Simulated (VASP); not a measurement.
**PbO: single point with PBE**

Crystal: PbO.

```
CELL_PARAMETERS angstrom
4.09363 0.00000 0.00000
0.00000 4.09363 0.00000
0.00000 0.00000 5.09733
ATOMIC_POSITIONS crystal
Pb 0.00000 0.50000 0.23510
Pb 0.50000 0.00000 0.76490
O 0.00000 0.00000 0.00000
O 0.50000 0.50000 0.00000
```

This cell differs from its parent crystal: strain +0.030 along x and y, +0.015 along z.

```yaml
Program: VASP 6.6.1
Task: single point
Functional: PBE
Potentials_or_basis: VASP PAW PBE potentials, release 64 (Pb_d, O)
Cutoff: 520 eV
k_mesh: 8 × 8 × 6
Occupations: gaussian, width 0.05 eV
Spin: no spin polarisation
Dipole_correction: no
Further_INCAR_settings: ALGO = Normal; EDIFF = 1e-06; NBANDS = 28
```

The pressure is -1.1 GPa and the largest force is 0.400 eV/Å. The band gap on the k mesh is 1.38 eV (least direct gap 2.13 eV).

Forces on the atoms (eV/Å):
```
Pb   0.000  0.000 -0.400
Pb   0.000  0.000  0.400
O    0.000  0.000  0.000
O    0.000  0.000  0.000
```

Stress tensor (GPa, compression positive):
```
-1.36  0.00  0.00
 0.00 -1.36  0.00
 0.00  0.00 -0.72
```

Levels at points of the mesh, in eV from the valence-band top:
```csv
k point,band 18,band 19,band 20,band 21,band 22,band 23
"(0.00, 0.00, 0.00)",-1.34,-1.34,-0.02,2.25,5.39,5.52
"(0.50, 0.00, 0.00)",-2.59,-1.34,-1.34,3.34,3.34,6.30
"(0.50, 0.50, 0.00)",-1.47,-0.75,-0.75,1.38,1.38,5.29
"(0.00, 0.00, 0.50)",-1.37,-1.37,-0.61,1.90,4.04,4.04
"(0.50, 0.00, 0.50)",-2.56,-0.77,-0.77,3.07,3.07,6.13
"(0.50, 0.50, 0.50)",-2.01,-0.75,-0.75,3.57,3.57,4.61
```

Run time: 84 s on 1 thread of AMD EPYC 7R13 Processor (Zen 3), on a shared host, peak memory 0.23 GiB.

Caveat: the cell differs from its parent crystal (strain +0.030 along x and y, +0.015 along z); spin-orbit coupling is left out, which moves the levels of the heavy elements. A k mesh can miss the band edges.
